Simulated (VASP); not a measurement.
# Pt (Pm-3m) in VASP: further runs

Runs on Pt. Level: LDA. Tasks: single point.

Program: VASP 6.6.1. These are calculated values, not measurements. Logs are shortened: lines on timing, memory, paths and dates and some standing lists are left out, and cuts for length are marked.

### 1 The cell of the first run

It takes space group Pm-3m (No. 221, cubic). The conventional cell has a = 2.335 Å, b = 2.335 Å, c = 2.335 Å, α = 90.00°, β = 90.00°, γ = 90.00°. Pt (site symmetry m-3m) has 6 Pt at 2.34 Å within 3.1 Å.

### 2 Single point, LDA (volume scaled by 0.75)

Contents of INCAR:

```
SYSTEM = Pt
ALGO = Normal
EDIFF = 1E-7
ENCUT = 520
ISIF = 2
ISMEAR = -1
LASPH = .True.
LCHARG = .False.
LREAL = .False.
LWAVE = .False.
NBANDS = 11
NELM = 100
PREC = Accurate
SIGMA = 0.1
```

Contents of KPOINTS:

```
k-points
0
Gamma
  17 17 17
  0 0 0
```

Contents of POSCAR:

```
Pt
1.0
    2.3351435665      0.0000000000      0.0000000000
    0.0000000000      2.3351435665      0.0000000000
    0.0000000000      0.0000000000      2.3351435665
Pt
1
Direct
    0.0000000000      0.0000000000      0.0000000000
```

Potentials or basis: VASP PAW LDA potentials, release 64 (Pt).

Command:

```console
$ cat potpaw_LDA.64/Pt/POTCAR > POTCAR
$ mpirun -np 1 vasp_std > vasp.out
```

OUTCAR:

```text
SYSTEM = Pt
   EDIFF = 1E-7
   ENCUT = 520
   ISIF = 2
   ISMEAR = -1
   LASPH = .True.
   LREAL = .False.
   NELM = 100
   PREC = Accurate

 ion  position               nearest neighbor table
   1  0.000  0.000  0.000-

  LATTYP: Found a simple cubic cell.
 ALAT       =     2.3351435665

  Lattice vectors:

 A1 = (   2.3351435665,   0.0000000000,   0.0000000000)
 A2 = (   0.0000000000,   2.3351435665,   0.0000000000)
 A3 = (   0.0000000000,   0.0000000000,   2.3351435665)

Analysis of symmetry for initial positions (statically):
=====================================================================
 Subroutine PRICEL returns:
 Original cell was already a primitive cell.

 Routine SETGRP: Setting up the symmetry group for a
 simple cubic supercell.

 Subroutine GETGRP returns: Found 48 space group operations
 (whereof 48 operations were pure point group operations)
 out of a pool of 48 trial point group operations.

The static configuration has the point symmetry O_h .

Analysis of symmetry for dynamics (positions and initial velocities):
=====================================================================
 Subroutine PRICEL returns:
 Original cell was already a primitive cell.

 Routine SETGRP: Setting up the symmetry group for a
 simple cubic supercell.

 Subroutine GETGRP returns: Found 48 space group operations
 (whereof 48 operations were pure point group operations)
 out of a pool of 48 trial point group operations.

The dynamic configuration has the point symmetry O_h .

 Subroutine INISYM returns: Found 48 space group operations
 (whereof 48 operations are pure point group operations),
 and found     1 'primitive' translations

----------------------------------------------------------------------------------------

                                     Primitive cell

  volume of cell :      12.7333

  direct lattice vectors                    reciprocal lattice vectors
     2.335143567  0.000000000  0.000000000     0.428239195  0.000000000  0.000000000
     0.000000000  2.335143567  0.000000000     0.000000000  0.428239195  0.000000000
     0.000000000  0.000000000  2.335143567     0.000000000  0.000000000  0.428239195

  length of vectors
     2.335143567  2.335143567  2.335143567     0.428239195  0.428239195  0.428239195

  position of ions in fractional coordinates (direct lattice)
     0.000000000  0.000000000  0.000000000

  ion indices of the primitive-cell ions
   primitive index   ion index
                 1           1

----------------------------------------------------------------------------------------

 KPOINTS: k-points

Automatic generation of k-mesh.
 Grid dimensions read from file:
 generate k-points for:   17   17   17

 Generating k-lattice:

  Cartesian coordinates                     Fractional coordinates (reciprocal lattice)
     0.025190541  0.000000000  0.000000000     0.058823529  0.000000000  0.000000000
     0.000000000  0.025190541  0.000000000     0.000000000  0.058823529  0.000000000
     0.000000000  0.000000000  0.025190541     0.000000000  0.000000000  0.058823529

  Length of vectors
     0.025190541  0.025190541  0.025190541

  Shift w.r.t. Gamma in fractional coordinates (k-lattice)
     0.000000000  0.000000000  0.000000000

 Subroutine IBZKPT returns following result:
 ===========================================

 Found    165 irreducible k-points:

 Following reciprocal coordinates:
            Coordinates               Weight
  0.000000  0.000000  0.000000      1.000000
  0.058824  0.000000  0.000000      6.000000
  0.117647  0.000000  0.000000      6.000000
  0.176471  0.000000  0.000000      6.000000
  0.235294  0.000000  0.000000      6.000000
  0.294118  0.000000  0.000000      6.000000
[... 16 lines left out ...]
  0.411765  0.117647  0.000000     24.000000
  0.470588  0.117647  0.000000     24.000000
 [... further k-points ...]
   k-points           NKPTS =    165   k-points in BZ     NKDIM =    165   number of bands    NBANDS=     11
   number of dos      NEDOS =    301   number of ions     NIONS =      1
   total plane-waves  NPLWV =   5832
   dimension x,y,z NGX =    18 NGY =   18 NGZ =   18
   dimension x,y,z NGXF=    36 NGYF=   36 NGZF=   36
   ions per type =               1
   NGX,Y,Z   is equivalent  to a cutoff of  12.81, 12.81, 12.81 a.u.
   NGXF,Y,Z  is equivalent  to a cutoff of  25.63, 25.63, 25.63 a.u.
 SYSTEM =  Pt
   PREC   = accura    normal or accurate (medium, high low for compatibility)
   ISTART =      0    job   : 0-new  1-cont  2-samecut
   ICHARG =      2    charge: 1-file 2-atom 10-const
   ISPIN  =      1    spin polarized calculation?
   LNONCOLLINEAR =      F non collinear calculations
   LSORBIT =      F    spin-orbit coupling
   LASPH  =      T    aspherical Exc in radial PAW
   ENCUT  =  520.0 eV  38.22 Ry    6.18 a.u.   4.34  4.34  4.34*2*pi/ulx,y,z
   NELM   =    100;   NELMIN=  2; NELMDL= -5     # of ELM steps
   EDIFF  = 0.1E-06   stopping-criterion for ELM
   LREAL  =      F    real-space projection
   EDIFFG = 0.1E-05   stopping-criterion for IOM
   NSW    =      0    number of steps for IOM
   IBRION =     -1    ionic relax: 0-MD 1-quasi-New 2-CG
   NFREE  =      0    steps in history (QN), initial steepest desc. (CG)
   ISIF   =      2    stress and relaxation
   ISYM   =      2    0-nonsym 1-usesym 2-fastsym
   POTIM  = 0.5000    time-step for ionic-motion
   TEBEG  =    0.0;   TEEND  =   0.0 temperature during run
   PSTRESS=    0.0 pullay stress
   NELECT =      10.0000    total number of electrons
   NUPDOWN=      -1.0000    fix difference up-down
   EMIN   =  10.00;   EMAX   =-10.00  energy-range for DOS
   EFERMI =   0.00;   METHOD = LEGACY
   ISMEAR =    -1;   SIGMA  =   0.10  broadening in eV -4-tet -1-fermi 0-gaus
   EFERMI_NEDOS =   21; number of points for ismear=-14 and -15
   IALGO  =     38    algorithm
   IMIX   =      4    mixing-type and parameters
     AMIX     =   0.40;   BMIX     =  1.00
     AMIX_MAG =   1.60;   BMIX_MAG =  1.00
  volume/ion in A,a.u.               =      12.73        85.93
  Fermi-wavevector in a.u.,A,eV,Ry     =   1.510409  2.854259 31.039454  2.281335
  Thomas-Fermi vector in A             =   2.620603
   LORBIT       =      0    0 simple, 1 ext, 2 COOP (PROOUT), +10 PAW based schemes
   GGA     = CA    functional components
   LHFCALC =     F    Hartree Fock is set to
   AEXX    =    0.0000 exact exchange contribution
   IVDW    =     0    specifies the selected vdW correction
   LEPSILON=     F    determine dielectric tensor
   LRPA    =     F    only Hartree local field effects (RPA)
 non-spin polarized calculation
  energy-cutoff  :      520.00
  volume of cell :       12.73
 maximum number of plane-waves:       354
 NGX is ok and might be reduce to    18
   NGX =  9   NGY =  9   NGZ =  9

 number of electron      10.0000000 magnetization

 Free energy of the ion-electron system (eV)
  ---------------------------------------------------
  ext. energy  EPLUGINS =         0.00000000
  ---------------------------------------------------
  free energy    TOTEN  =        -5.56319740 eV

  energy without entropy =       -5.53630310  energy(sigma->0) =       -5.54975025

 E-fermi :  14.8546     XC(G=0): -14.5363

 val. band max:       14.8467092734   @ k =   0.1176   0.1176   0.0000
 cond. band min:      14.8625731454   @ k =   0.1765   0.1176   0.0588
 fundamental gap:      0.0158638720
 Fermi energy:        14.8545740784

 k-point     1 :       0.0000    0.0000    0.0000
  band No.  band energies     occupation
      1       2.7078      2.00000
      2       5.4643      2.00000
      3       5.4643      2.00000
      4      15.5614      0.00170
      5      15.5614      0.00170
      6      15.5614      0.00170
      7      31.7383      0.00000
      8      31.7383      0.00000
      9      31.7383      0.00000
     10      39.7061      0.00000
     11      42.5320      0.00000

 k-point     2 :       0.0588    0.0000    0.0000
  band No.  band energies     occupation
      1       2.8465      2.00000
      2       5.4946      2.00000
      3       5.6161      2.00000
      4      15.3810      0.01029
      5      15.3810      0.01029
      6      15.5747      0.00149
      7      30.9454      0.00000
      8      32.0115      0.00000
      9      32.0115      0.00000
     10      40.2802      0.00000
     11      40.7415      0.00000

 k-point     3 :       0.1176    0.0000    0.0000
  band No.  band energies     occupation
      1       3.2241      2.00000
      2       5.5823      2.00000
      3       6.0897      2.00000
      4      14.8929      0.81087
      5      14.8929      0.81087
      6      15.6131      0.00101
      7      29.2163      0.00000
      8      32.7665      0.00000
      9      32.7665      0.00000
     10      38.4750      0.00000
     11      40.9803      0.00000

 k-point     4 :       0.1765    0.0000    0.0000
  band No.  band energies     occupation
      1       3.7451      2.00000
      2       5.7182      2.00000
      3       6.9171      2.00000
      4      14.2191      1.99653
      5      14.2191      1.99653
      6      15.6719      0.00056
      7      27.2888      0.00000
      8      33.8496      0.00000
      9      33.8496      0.00000
     10      36.4025      0.00000
     11      41.2120      0.00000
[... 239 lines left out ...]
 k-point    22 :       0.3529    0.1176    0.0000
  band No.  band energies     occupation
      1       5.8102      2.00000
      2       6.8545      2.00000
      3       9.8080      2.00000
      4      12.3257      2.00000
      5      12.8480      2.00000
      6      15.2909      0.02516
      7      23.4269      0.00000
      8      32.3984      0.00000
      9      34.4946      0.00000
     10      38.7784      0.00000
     11      40.6199      0.00000

 k-point    23 :       0.4118    0.1176    0.0000
  band No.  band energies     occupation
      1       6.1648      2.00000
      2       7.0719      2.00000
      3       9.6825      2.00000
      4      11.9300      2.00000
      5      13.8376      1.99992
      6      15.3508      0.01389
      7      22.5266      0.00000
      8      31.8097      0.00000
      9      35.0804      0.00000
     10      38.4379      0.00000
     11      39.8156      0.00000

 k-point    24 :       0.4706    0.1176    0.0000
  band No.  band energies     occupation
      1       6.3521      2.00000
      2       7.2279      2.00000
      3       9.4912      2.00000
      4      11.7254      2.00000
      5      14.5588      1.90122
      6      15.3833      0.01006
      7      22.0734      0.00000
      8      31.4623      0.00000
      9      35.6191      0.00000
     10      36.9618      0.00000
     11      40.4723      0.00000

 [... further k-points ...]
[... 5 lines left out ...]
  --------------------------------------------------------------------------------------
  -------------------------------------------------------------------------------------
  Total       11.2591036     11.2591036     11.2591036      0.0000000      0.0000000      0.0000000
  in kB     1416.6861194   1416.6861194   1416.6861194      0.0000000      0.0000000      0.0000000
  external PRESSURE =    1416.6861194 kB  Pullay stress =       0.0000000 kB

 VOLUME and BASIS-vectors are now :
 -----------------------------------------------------------------------------
  energy-cutoff  :      520.00
  volume of cell :       12.73
      direct lattice vectors                 reciprocal lattice vectors
     2.335143567  0.000000000  0.000000000     0.428239195  0.000000000  0.000000000
     0.000000000  2.335143567  0.000000000     0.000000000  0.428239195  0.000000000
     0.000000000  0.000000000  2.335143567     0.000000000  0.000000000  0.428239195

 POSITION                                       TOTAL-FORCE (eV/Angst)
 -----------------------------------------------------------------------------------
      0.00000      0.00000      0.00000         0.000000      0.000000      0.000000
 -----------------------------------------------------------------------------------
    total drift:                               -0.000000      0.000000      0.000000

  FREE ENERGIE OF THE ION-ELECTRON SYSTEM (eV)
  ---------------------------------------------------
  free  energy   TOTEN  =        -5.5631974037 eV

  energy  without entropy=       -5.5363030959  energy(sigma->0) =       -5.54975025
```

Run time: 26 s. Hardware: 1 thread of Intel Xeon 8259CL, shared host; peak memory 0.13 GiB.

Results:

```
Free energy            : -5.5632 eV
Pressure               : 141.7 GPa
Band gap on the k mesh : zero (band 5 reaches 18.39 eV, above the bottom of band 6 at 13.10 eV)
```

Caveat: spin-orbit coupling is left out, which moves the levels of the heavy elements.

### 3 Single point, LDA (volume scaled by 0.75)

Contents of INCAR:

```
PREC = Accurate
ENCUT = 520
EDIFF = 1E-6
ISMEAR = -1
SIGMA = 0.1
LREAL = False
LASPH = True
NELM = 100
ALGO = Normal
ISIF = 2
LWAVE = False
LCHARG = False
NBANDS = 11
```

Contents of KPOINTS:

```
regular mesh
0
Gamma
  17 17 17
```

POSCAR is that of step 2.

Potentials or basis: VASP PAW LDA potentials, release 64 (Pt).

Command:

```console
$ cat potpaw_LDA.64/Pt/POTCAR > POTCAR
$ mpirun -np 1 vasp_std > vasp.out
```

Run time: 24 s. Hardware: 1 thread of Intel Xeon 8259CL, shared host; peak memory 0.13 GiB.

The run converged. Its results:

```
Free energy            : -5.5632 eV
Pressure               : 141.7 GPa
Band gap on the k mesh : zero (band 5 reaches 18.39 eV, above the bottom of band 6 at 13.10 eV)
```

Levels at points of the mesh, in eV from the Fermi level:
| k point | band 2 | band 3 | band 4 | band 5 | band 6 | band 7 | band 8 | band 9 |
| --- | --- | --- | --- | --- | --- | --- | --- | --- |
| (0.00, 0.00, 0.00) | -9.39 | -9.39 | 0.71 | 0.71 | 0.71 | 16.88 | 16.88 | 16.88 |

Caveat: spin-orbit coupling is left out, which moves the levels of the heavy elements.
